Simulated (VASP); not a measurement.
# V (Im-3m) in VASP: notebook, part 2 of 2

VASP 6.6.1. The steps go on from the part before.

## Step 4: Single point, PBEsol, collinear spin, ferromagnetic start

Contents of INCAR:

```
PREC     = Accurate       # precision mode
ENCUT    = 520            # plane-wave cutoff, eV
EDIFF    = 1E-7           # SCF threshold, eV
ISMEAR   = -1             # smearing method
SIGMA    = 0.05           # smearing width, eV
LREAL    = False          # projectors in reciprocal space
LASPH    = True           # aspherical terms in the spheres
NELM     = 150            # most SCF steps
ALGO     = Normal         # electronic algorithm
ISIF     = 2              # what is computed and relaxed
LWAVE    = False          # write WAVECAR
LCHARG   = True           # write CHGCAR
ISPIN    = 2              # spin polarisation
MAGMOM   = 1.5            # initial moments
LORBIT   = 11             # projections on sites
NUPDOWN  = 1.5            # fixed moment
LMAXMIX  = 4              # l up to which the mixer works
GGA      = PS             # functional
LELF     = True           # ELF
LVHAR    = True         
NBANDS   = 16             # bands
```

Contents of KPOINTS:

```
Automatic mesh
0
Gamma
  10 10 10
```

Contents of POSCAR:

```
V
1.0
   -1.5143500000      1.5143500000      1.5143500000
    1.5143500000     -1.5143500000      1.5143500000
    1.5143500000      1.5143500000     -1.5143500000
V
1
Direct
    0.0000000000      0.0000000000      0.0000000000
```

Potentials or basis: VASP PAW PBE potentials, release 64 (V_sv).

On the command line:

```console
cat potpaw_PBE.64/V_sv/POTCAR > POTCAR
mpirun -np 1 vasp_std > vasp.out
```

OUTCAR:

```text
PREC = Accurate
   ENCUT = 520
   EDIFF = 1E-7
   ISMEAR = -1
   LREAL = False
   LASPH = True
   NELM = 150
   ISIF = 2
   ISPIN = 2
   LORBIT = 11
   NUPDOWN = 1.5
   GGA = PS

 ion  position               nearest neighbor table
   1  0.000  0.000  0.000-

  LATTYP: Found a body centered cubic cell.
 ALAT       =     3.0287000000

  Lattice vectors:

 A1 = (  -1.5143500000,   1.5143500000,   1.5143500000)
 A2 = (   1.5143500000,  -1.5143500000,   1.5143500000)
 A3 = (   1.5143500000,   1.5143500000,  -1.5143500000)

Analysis of symmetry for initial positions (statically):
=====================================================================
 Subroutine PRICEL returns:
 Original cell was already a primitive cell.

 Routine SETGRP: Setting up the symmetry group for a
 body centered cubic supercell.

 Subroutine GETGRP returns: Found 48 space group operations
 (whereof 48 operations were pure point group operations)
 out of a pool of 48 trial point group operations.

The static configuration has the point symmetry O_h .

Analysis of symmetry for dynamics (positions and initial velocities):
[... 183 lines left out ...]
      3     -28.1045      1.00000
      4     -28.1045      1.00000
      5       2.2334      1.00000
      6       9.1115      1.00000
[... 435 lines left out ...]
      5       5.2614      1.00000
      6       8.3812      1.00000
[... 8 lines left out ...]
     15      33.6207      0.00000
     16      35.7341      0.00000

 [... further k-points ...]

 spin component 2

 k-point     1 :       0.0000    0.0000    0.0000
  band No.  band energies     occupation
      1     -53.5276      1.00000
      2     -26.9894      1.00000
      3     -26.9894      1.00000
      4     -26.9894      1.00000
      5       3.1557      1.00000
      6      10.4337      0.00000
[... 435 lines left out ...]
      5       6.2038      1.00000
      6       9.5930      0.00013
[... 8 lines left out ...]
     15      34.7105      0.00000
     16      36.6656      0.00000

 [... further k-points ...]
[... 5 lines left out ...]
  --------------------------------------------------------------------------------------
  -------------------------------------------------------------------------------------
  Total       -0.0346762     -0.0346762     -0.0346762      0.0000000     -0.0000000      0.0000000
  in kB       -3.9994822     -3.9994822     -3.9994822      0.0000000     -0.0000000      0.0000000
  external PRESSURE =      -3.9994822 kB  Pullay stress =       0.0000000 kB

 VOLUME and BASIS-vectors are now :
 -----------------------------------------------------------------------------
  energy-cutoff  :      520.00
  volume of cell :       13.89
      direct lattice vectors                 reciprocal lattice vectors
    -1.514350000  1.514350000  1.514350000     0.000000000  0.330174662  0.330174662
     1.514350000 -1.514350000  1.514350000     0.330174662  0.000000000  0.330174662
     1.514350000  1.514350000 -1.514350000     0.330174662  0.330174662  0.000000000

 POSITION                                       TOTAL-FORCE (eV/Angst)
 -----------------------------------------------------------------------------------
      0.00000      0.00000      0.00000        -0.000000      0.000000     -0.000000
 -----------------------------------------------------------------------------------
    total drift:                                0.000000     -0.000000      0.000000

  FREE ENERGIE OF THE ION-ELECTRON SYSTEM (eV)
  ---------------------------------------------------
  free  energy   TOTEN  =        -9.1775436202 eV

  energy  without entropy=       -9.1633117363  energy(sigma->0) =       -9.17042768

 total charge

# of ion       s       p       d       tot
------------------------------------------
    1        2.336   6.217   3.068  11.620

 magnetization (x)

# of ion       s       p       d       tot
------------------------------------------
    1        0.012   0.088   1.149   1.248
```

OSZICAR:

```text
N       E                     dE             d eps       ncg     rms          rms(c)
DAV:   1     0.929560612415E+02    0.92956E+02   -0.64429E+03  3032   0.881E+02
DAV:   2    -0.876594491607E+01   -0.10172E+03   -0.97452E+02  3344   0.269E+02
DAV:   3    -0.103801549482E+02   -0.16142E+01   -0.16117E+01  3400   0.368E+01
DAV:   4    -0.103865816356E+02   -0.64267E-02   -0.64266E-02  3576   0.244E+00
DAV:   5    -0.103866379295E+02   -0.56294E-04   -0.56295E-04  3448   0.214E-01    0.172E+01
DAV:   6    -0.917363516526E+01    0.12130E+01   -0.16415E+00  3096   0.205E+01    0.304E+00
DAV:   7    -0.918008469715E+01   -0.64495E-02   -0.71922E-02  3312   0.316E+00    0.128E+00
DAV:   8    -0.917988064949E+01    0.20405E-03   -0.10302E-02  3120   0.114E+00    0.712E-01
DAV:   9    -0.917749615789E+01    0.23845E-02   -0.12850E-03  3448   0.405E-01    0.332E-01
DAV:  10    -0.917752980196E+01   -0.33644E-04   -0.22258E-04  3280   0.157E-01    0.307E-02
DAV:  11    -0.917754124253E+01   -0.11441E-04   -0.19669E-05  3272   0.414E-02    0.168E-02
DAV:  12    -0.917754314592E+01   -0.19034E-05   -0.28807E-06  3176   0.160E-02    0.431E-03
DAV:  13    -0.917754364960E+01   -0.50368E-06   -0.15602E-07  3112   0.444E-03    0.101E-03
DAV:  14    -0.917754362018E+01    0.29412E-07   -0.51937E-09  1544   0.772E-04
   1 F= -.91775436E+01 E0= -.91704277E+01  d E =-.142319E-01  mag=     1.5000
```

stdout:

```text
POSCAR found type information on POSCAR V
 POSCAR found :  1 types and       1 ions
 scaLAPACK will be used
 -----------------------------------------------------------------------------
|                                                                             |
|                                                                             |
|     You enforced a specific xc type in the INCAR file but a different       |
|     I HOPE YOU KNOW WHAT YOU ARE DOING!                                     |
|                                                                             |
 -----------------------------------------------------------------------------

 LDA part: xc-table for (Slater+PW92), standard interpolation
 POSCAR, INCAR and KPOINTS ok, starting setup
 FFT: planning ... GRIDC
 FFT: planning ... GRID_SOFT
 FFT: planning ... GRID
 WAVECAR not read
 entering main loop
```

Run time: 15 s. Hardware: 1 thread of Intel Xeon Platinum 8488C (Sapphire Rapids), shared host; peak memory 0.13 GiB.

What came out:

* Free energy: -9.1775 eV
* Pressure: -0.4 GPa
* Net moment: 1.50 μB per cell
* Site moments: V +1.25 μB
* Valence electrons inside the program's atomic spheres: V 11.62

Caveat: the PAW data sets were made with another functional, which shifts forces and pressure a little; the total moment is fixed, so each spin has its own Fermi level.

## Step 5: Single point, PBEsol, collinear spin, ferromagnetic start

Contents of INCAR:

```
SYSTEM = V
ALGO = Normal
EDIFF = 1E-7
ENCUT = 520
GGA = PS
ISIF = 2
ISMEAR = -1
ISPIN = 2
LASPH = .TRUE.
LCHARG = .FALSE.
LMAXMIX = 4
LORBIT = 11
LREAL = .FALSE.
LWAVE = .FALSE.
MAGMOM = 2
NBANDS = 16
NELM = 150
NUPDOWN = 2.0
PREC = Accurate
SIGMA = 0.05
```

Contents of KPOINTS:

```
k-points
0
G
  10 10 10
  0 0 0
```

POSCAR is that of step 4.

Potentials or basis: VASP PAW PBE potentials, release 64 (V_sv).

On the command line:

```console
cat potpaw_PBE.64/V_sv/POTCAR > POTCAR
mpirun -np 1 vasp_std > vasp.out
```

OUTCAR:

```text
SYSTEM = V
   EDIFF = 1E-7
   ENCUT = 520
   GGA = PS
   ISIF = 2
   ISMEAR = -1
   ISPIN = 2
   LASPH = .TRUE.
   LORBIT = 11
   LREAL = .FALSE.
   NELM = 150
   NUPDOWN = 2.0
   PREC = Accurate

 ion  position               nearest neighbor table
   1  0.000  0.000  0.000-

  LATTYP: Found a body centered cubic cell.
 ALAT       =     3.0287000000

  Lattice vectors:
[... 1120 lines left out ...]
  Direction    XX          YY          ZZ          XY          YZ          ZX
  --------------------------------------------------------------------------------------
  -------------------------------------------------------------------------------------
  Total        0.7640137      0.7640137      0.7640137      0.0000000      0.0000000     -0.0000000
  in kB       88.1196859     88.1196859     88.1196859      0.0000000      0.0000000     -0.0000000
  external PRESSURE =      88.1196859 kB  Pullay stress =       0.0000000 kB

 VOLUME and BASIS-vectors are now :
 -----------------------------------------------------------------------------
  energy-cutoff  :      520.00
  volume of cell :       13.89
      direct lattice vectors                 reciprocal lattice vectors
    -1.514350000  1.514350000  1.514350000     0.000000000  0.330174662  0.330174662
     1.514350000 -1.514350000  1.514350000     0.330174662  0.000000000  0.330174662
     1.514350000  1.514350000 -1.514350000     0.330174662  0.330174662  0.000000000

 POSITION                                       TOTAL-FORCE (eV/Angst)
 -----------------------------------------------------------------------------------
      0.00000      0.00000      0.00000        -0.000000      0.000000      0.000000
 -----------------------------------------------------------------------------------
    total drift:                                0.000000     -0.000000      0.000000

  FREE ENERGIE OF THE ION-ELECTRON SYSTEM (eV)
  ---------------------------------------------------
  free  energy   TOTEN  =        -8.8182309473 eV

  energy  without entropy=       -8.8012115536  energy(sigma->0) =       -8.80972125

 total charge

# of ion       s       p       d       tot
------------------------------------------
    1        2.338   6.215   3.082  11.635

 magnetization (x)

# of ion       s       p       d       tot
------------------------------------------
    1        0.015   0.101   1.566   1.683
```

OSZICAR:

```text
N       E                     dE             d eps       ncg     rms          rms(c)
DAV:   1     0.940763745203E+02    0.94076E+02   -0.64449E+03  3032   0.882E+02
DAV:   2    -0.814660385519E+01   -0.10222E+03   -0.97732E+02  3344   0.270E+02
DAV:   3    -0.976293266730E+01   -0.16163E+01   -0.16144E+01  3392   0.369E+01
DAV:   4    -0.976935219600E+01   -0.64195E-02   -0.64194E-02  3560   0.244E+00
DAV:   5    -0.976940846737E+01   -0.56271E-04   -0.56271E-04  3456   0.214E-01    0.163E+01
DAV:   6    -0.878793718874E+01    0.98147E+00   -0.14792E+00  3128   0.184E+01    0.373E+00
DAV:   7    -0.881431378875E+01   -0.26377E-01   -0.91747E-02  3216   0.403E+00    0.147E+00
DAV:   8    -0.882047014055E+01   -0.61564E-02   -0.14621E-02  3112   0.143E+00    0.795E-01
DAV:   9    -0.881844034492E+01    0.20298E-02   -0.10744E-03  3464   0.364E-01    0.375E-01
DAV:  10    -0.881821360960E+01    0.22674E-03   -0.33432E-04  3344   0.209E-01    0.312E-02
DAV:  11    -0.881822873777E+01   -0.15128E-04   -0.23226E-05  3200   0.481E-02    0.135E-02
DAV:  12    -0.881823055008E+01   -0.18123E-05   -0.21631E-06  3216   0.148E-02    0.494E-03
DAV:  13    -0.881823097961E+01   -0.42953E-06   -0.21836E-07  3208   0.485E-03    0.108E-03
DAV:  14    -0.881823094725E+01    0.32353E-07   -0.60844E-09  1560   0.873E-04
   1 F= -.88182309E+01 E0= -.88097213E+01  d E =-.170194E-01  mag=     2.0000
```

Run time: 13 s. Hardware: 1 thread of Intel Xeon Platinum 8488C (Sapphire Rapids), shared host; peak memory 0.13 GiB.

What came out:

```yaml
Free_energy: -8.8182 eV
Pressure: 8.8 GPa
Net_moment: 2.00 μB per cell
Site_moments: V +1.68 μB
Valence_electrons_inside_the_program's_atomic_spheres: V 11.63
```

Caveat: the PAW data sets were made with another functional, which shifts forces and pressure a little; the total moment is fixed, so each spin has its own Fermi level.

## Step 6: The runs side by side

```tsv
fixed moment (μB)	pressure (GPa)	moment (μB)
0.5	-11.2	0.50
1.0	-7.2	1.00
1.5	-0.4	1.50
2.0	8.8	2.00
```

Alike in all rows: task single point; level PBEsol; potentials or basis VASP PAW PBE potentials, release 64 (V_sv); spin collinear, ferromagnetic start; cell as given; k mesh 10 × 10 × 10; cutoff (eV) 520; smearing fermi-dirac 0.05 eV.

Caveats: the PAW data sets were made with another functional, which shifts forces and pressure a little; the total moment is fixed, so each spin has its own Fermi level.

Absolute energies hang on the potentials; compare differences alone.
